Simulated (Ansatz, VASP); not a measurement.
## Two plane-wave programs on Bi2Se3

```
Bi Se
1.0
     3.95147    0.00000    0.00000
     0.00000    3.95147    0.00000
     0.00000    0.00000    9.24541
Bi Se
2 3
Direct
  0.50000 0.50000 0.53975
  0.00000 0.00000 0.75620
  0.00000 0.00000 0.42149
  0.50000 0.00000 0.04578
  0.00000 0.50000 0.04578
```

Alike in both runs: functional PBE; k mesh 4 × 4 × 2; occupations gaussian, width 0.1 eV; no spin polarisation.

Ansatz relaxed the structure, and its values are those at the end. VASP's run is a single point on that final structure, the one shown.

|  | VASP | Ansatz |
| --- | --- | --- |
| version | VASP 6.6.1 | Ansatz 0.2.0 |
| potentials or method | VASP PAW PBE potentials, release 64 (Bi_d, Se), cutoff 520 eV | scalar-relativistic, plane waves, PAW |
| valence electrons in the cell | 48 | 78 |

VASP gave:

| Quantity | Value |
| --- | --- |
| gap on the k mesh at the Fermi level (eV) | none |
| pressure (GPa) | -0.1 |
| rms of the force components (eV/Å) | 0.011 |

Task: What did Ansatz give for the same quantities?

Result: gap on the k mesh at the Fermi level (eV): none; pressure (GPa): -0.1; rms of the force components (eV/Å): 0.010.

A gap of «none» marks a metal or a gap that the smearing closes. The functional is the same, so the differences come from potentials, cutoffs and numerics. VASP's potentials hold 48 valence electrons a cell and Ansatz's 78, so a difference there can come from the potentials and not from the codes.

The k mesh is coarse, so the values compare programs but aren't converged. Neither program's run includes spin-orbit coupling.
